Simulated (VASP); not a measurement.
# CdS (Fm-3m) in VASP: a series of runs, part 2 of 2

VASP 6.6.1.

### Step 3. Single point, LDA

This run uses another cell than the first one, of 21.91 Å³/atom, 1.024 times its volume.

INCAR

```
PREC     = Accurate       # precision mode
ENCUT    = 500            # plane-wave cutoff, eV
EDIFF    = 1E-6           # SCF threshold, eV
ISMEAR   = -1             # smearing method
SIGMA    = 0.05           # smearing width, eV
LREAL    = False          # projectors in reciprocal space
LASPH    = True           # aspherical terms in the spheres
NELM     = 120            # most SCF steps
ALGO     = Normal         # electronic algorithm
ISIF     = 2              # what is computed and relaxed
LWAVE    = False          # write WAVECAR
LCHARG   = True           # write CHGCAR
LELF     = True           # ELF
LVHAR    = True         
NBANDS   = 16             # bands
GGA_COMPAT= False
```

KPOINTS

```
regular mesh
0
Gamma
  6 6 6
```

POSCAR

```
CdS
1.0
    0.0000000000      2.7983871710      2.7983871710
    2.7983871710      0.0000000000      2.7983871710
    2.7983871710      2.7983871710      0.0000000000
Cd S
1 1
Direct
    0.0000000000      0.0000000000      0.0000000000
    0.5000000000      0.5000000000      0.5000000000
```

Potentials or basis: VASP PAW LDA potentials, release 64 (Cd, S).

Command:

```console
cat potpaw_LDA.64/Cd/POTCAR potpaw_LDA.64/S/POTCAR > POTCAR
mpirun -np 1 vasp_std > vasp.out
```

OUTCAR:

```text
PREC = Accurate
   ENCUT = 500
   EDIFF = 1E-6
   ISMEAR = -1
   LREAL = False
   LASPH = True
   NELM = 120
   ISIF = 2

 ion  position               nearest neighbor table
   1  0.000  0.000  0.000-   2 2.80   2 2.80   2 2.80   2 2.80   2 2.80   2 2.80
   2  0.500  0.500  0.500-   1 2.80   1 2.80   1 2.80   1 2.80   1 2.80   1 2.80

  LATTYP: Found a face centered cubic cell.
 ALAT       =     5.5967743420

  Lattice vectors:

 A1 = (   0.0000000000,   2.7983871710,   2.7983871710)
[... 479 lines left out ...]
------------------------ aborting loop because EDIFF is reached ----------------------------------------

  FORCE on cell =-STRESS in cart. coord.  units (eV):
  Direction    XX          YY          ZZ          XY          YZ          ZX
  --------------------------------------------------------------------------------------
  -------------------------------------------------------------------------------------
  Total       -2.4441859     -2.4441859     -2.4441859      0.0000000     -0.0000000      0.0000000
  in kB      -89.3493557    -89.3493557    -89.3493557      0.0000000     -0.0000000      0.0000000
  external PRESSURE =     -89.3493557 kB  Pullay stress =       0.0000000 kB

 VOLUME and BASIS-vectors are now :
 -----------------------------------------------------------------------------
  energy-cutoff  :      500.00
  volume of cell :       43.83
      direct lattice vectors                 reciprocal lattice vectors
     0.000000000  2.798387171  2.798387171    -0.178674347  0.178674347  0.178674347
     2.798387171  0.000000000  2.798387171     0.178674347 -0.178674347  0.178674347
     2.798387171  2.798387171  0.000000000     0.178674347  0.178674347 -0.178674347

 POSITION                                       TOTAL-FORCE (eV/Angst)
 -----------------------------------------------------------------------------------
      0.00000      0.00000      0.00000        -0.000000      0.000000     -0.000000
      2.79839      2.79839      2.79839         0.000000     -0.000000      0.000000
 -----------------------------------------------------------------------------------
    total drift:                               -0.000000      0.000000      0.000000

  FREE ENERGIE OF THE ION-ELECTRON SYSTEM (eV)
  ---------------------------------------------------
  free  energy   TOTEN  =        -7.0889077150 eV

  energy  without entropy=       -7.0840198732  energy(sigma->0) =       -7.08646379
```

OSZICAR:

```text
N       E                     dE             d eps       ncg     rms          rms(c)
DAV:   1     0.104353017737E+03    0.10435E+03   -0.93325E+03   536   0.103E+03
DAV:   2    -0.399850732705E+01   -0.10835E+03   -0.10131E+03   648   0.247E+02
DAV:   3    -0.764055335064E+01   -0.36420E+01   -0.36369E+01   616   0.482E+01
DAV:   4    -0.765798044786E+01   -0.17427E-01   -0.17426E-01   664   0.329E+00
DAV:   5    -0.765816513276E+01   -0.18468E-03   -0.18468E-03   616   0.322E-01    0.635E+00
DAV:   6    -0.712261780355E+01    0.53555E+00   -0.87466E-01   688   0.111E+01    0.548E+00
DAV:   7    -0.709611312560E+01    0.26505E-01   -0.11275E-01   616   0.254E+00    0.283E+00
DAV:   8    -0.708955051724E+01    0.65626E-02   -0.16813E-02   568   0.146E+00    0.200E-01
DAV:   9    -0.708890835619E+01    0.64216E-03   -0.19727E-03   664   0.554E-01    0.644E-02
DAV:  10    -0.708890867112E+01   -0.31493E-06   -0.21611E-04   576   0.145E-01    0.398E-02
DAV:  11    -0.708891124881E+01   -0.25777E-05   -0.21285E-05   632   0.346E-02    0.207E-02
DAV:  12    -0.708890767967E+01    0.35691E-05   -0.11139E-05   616   0.208E-02    0.302E-03
DAV:  13    -0.708890771497E+01   -0.35299E-07   -0.10857E-06   368   0.825E-03
   1 F= -.70889077E+01 E0= -.70864638E+01  d E =-.488784E-02
```

stdout:

```text
POSCAR found type information on POSCAR CdS
 POSCAR found :  2 types and       2 ions
 scaLAPACK will be used
 LDA part: xc-table for (Slater(with rela. corr.)+CA(PZ))
 , standard interpolation
 POSCAR, INCAR and KPOINTS ok, starting setup
 FFT: planning ... GRIDC
 FFT: planning ... GRID_SOFT
 FFT: planning ... GRID
 WAVECAR not read
 entering main loop
```

Wall time 24 s (1 thread of AMD EPYC 7R13, shared host); peak memory 0.12 GiB.

Results:

```
Free energy : -7.0889 eV
Pressure    : -8.9 GPa
```

### Step 4. Single point, LDA

This run uses another cell than the first one, of 22.44 Å³/atom, 1.049 times its volume.

INCAR

```
  PREC = Accurate
  ENCUT = 500
  EDIFF = 1E-6
  ISMEAR = -1
  SIGMA = 0.05
  LREAL = F
  LASPH = T
  NELM = 120
  ALGO = Normal
  ISIF = 2
  LWAVE = F
  LCHARG = F
  GGA = CA
  NBANDS = 16
  GGA_COMPAT = F
```

KPOINTS is that of step 3.

POSCAR

```
CdS
1.0
    0.0000000000      2.8204226229      2.8204226229
    2.8204226229      0.0000000000      2.8204226229
    2.8204226229      2.8204226229      0.0000000000
Cd S
1 1
Direct
    0.0000000000      0.0000000000      0.0000000000
    0.5000000000      0.5000000000      0.5000000000
```

Command:

```console
cat potpaw_LDA.64/Cd/POTCAR potpaw_LDA.64/S/POTCAR > POTCAR
mpirun -np 1 vasp_std > vasp.out
```

It took 24 s on 1 thread of AMD EPYC 7R13, shared host; peak memory 0.12 GiB.

It converged, with:

```yaml
Free_energy: -7.0276 eV
Pressure: -9.9 GPa
```

Levels at points of the mesh, in eV from the Fermi level:
```
           k point  band 6  band 7  band 8  band 9  band 10  band 11  band 12  band 13
(0.00, 0.00, 0.00)   -7.55   -0.68   -0.68   -0.68     0.22     9.04     9.04     9.04
(0.50, 0.00, 0.00)   -7.39   -4.61   -0.10   -0.10     3.28     5.67     5.67     5.79
(0.50, 0.50, 0.00)   -6.81   -3.82   -1.92   -1.92    -0.09     5.96     8.96    10.24
```

### Step 5. Single point, LDA

This run uses another cell than the first one, of 22.96 Å³/atom, 1.073 times its volume.

INCAR

```
SYSTEM = CdS
  PREC = Accurate
  ENCUT = 500
  EDIFF = 1E-6
  ISMEAR = -1
  SIGMA = 0.05
  LREAL = .FALSE.
  LASPH = .TRUE.
  NELM = 120
  ALGO = Normal
  ISIF = 2
  LWAVE = .FALSE.
  LCHARG = .TRUE.
  GGA = CA
  LELF = .TRUE.
  LVHAR = .TRUE.
  NBANDS = 16
  GGA_COMPAT = .FALSE.
```

KPOINTS

```
Automatic mesh
0
G
  6 6 6
  0 0 0
```

POSCAR

```
CdS
1.0
    0.0000000000      2.8421190342      2.8421190342
    2.8421190342      0.0000000000      2.8421190342
    2.8421190342      2.8421190342      0.0000000000
Cd S
1 1
Direct
    0.0000000000      0.0000000000      0.0000000000
    0.5000000000      0.5000000000      0.5000000000
```

Command:

```console
cat potpaw_LDA.64/Cd/POTCAR potpaw_LDA.64/S/POTCAR > POTCAR
mpirun -np 1 vasp_std > vasp.out
```

Wall time 27 s (1 thread of AMD EPYC 7R13, shared host); peak memory 0.12 GiB.

The run converged. Its results:

```
Free energy : -6.9603 eV
Pressure    : -10.8 GPa
```

Levels at points of the mesh, in eV from the Fermi level:
| k point | band 7 | band 8 | band 9 | band 10 | band 11 | band 12 |
| --- | --- | --- | --- | --- | --- | --- |
| (0.00, 0.00, 0.00) | -0.64 | -0.64 | -0.64 | 0.13 | 9.02 | 9.02 |
| (0.50, 0.00, 0.00) | -4.51 | -0.10 | -0.10 | 3.28 | 5.61 | 5.67 |
| (0.50, 0.50, 0.00) | -3.69 | -1.84 | -1.84 | -0.09 | 5.98 | 8.81 |

### Step 6. Summary

| cell | pressure (GPa) |
| --- | --- |
| a = 3.926 Å, angles 60.0°, 2 atoms | -7.7 |
| a = 3.958 Å, angles 60.0°, 2 atoms | -8.9 |
| a = 3.989 Å, angles 60.0°, 2 atoms | -9.9 |
| a = 4.019 Å, angles 60.0°, 2 atoms | -10.8 |

Alike in all rows: task single point; level LDA; potentials or basis VASP PAW LDA potentials, release 64 (Cd, S); no spin polarisation; k mesh 6 × 6 × 6; cutoff (eV) 500; smearing fermi-dirac 0.05 eV.

Total energies depend on the potentials used, so only differences within one code and one set of settings carry meaning.
